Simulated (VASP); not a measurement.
SrCo2, 3 atoms in the cell. Symmetry: P6/mmm, No. 191, hexagonal system. The conventional cell has a = 3.751 Å, b = 3.751 Å, c = 4.050 Å, α = 90.00°, β = 90.00°, γ = 120.00°. Sr (site symmetry 6/mmm) has 12 Co at 2.97 Å and 8 Sr at 3.75 to 4.05 Å within 4.1 Å. Co (site symmetry -6m2) has 3 Co at 2.17 Å and 6 Sr at 2.97 Å within 3.0 Å. 

- Program: VASP 6.6.1
- Task: relaxation of cell and atoms
- Functional: PBE
- Potentials or basis: VASP PAW PBE potentials, release 64 (Sr_sv, Co)
- Cutoff: 600 eV
- k mesh: 6 × 6 × 4
- Occupations: gaussian, width 0.1 eV
- Spin: collinear spin, ferromagnetic start
- Starting moments: [0.0, 1.24, 1.24] μB
- Dipole correction: no
- Further INCAR settings: ALGO = Fast; EDIFF = 1e-06; IBRION = 2; EDIFFG = -0.04; NSW = 90; ISIF = 3

Potentials or basis: VASP PAW PBE potentials, release 64 (Sr_sv, Co).

Launch:

```bash
$ cat potpaw_PBE.64/Sr_sv/POTCAR potpaw_PBE.64/Co/POTCAR > POTCAR
$ mpirun -np 1 vasp_std > vasp.out
```

Hardware: 1 thread of Intel Xeon 8259CL, on a shared host.

Question: Estimate the wall time of this run.

Answer: Run time: 13 min on 1 thread of Intel Xeon 8259CL, with other jobs on the host, peak memory 0.23 GiB. Counts: scf iterations 121, k points 21, ion steps 7.
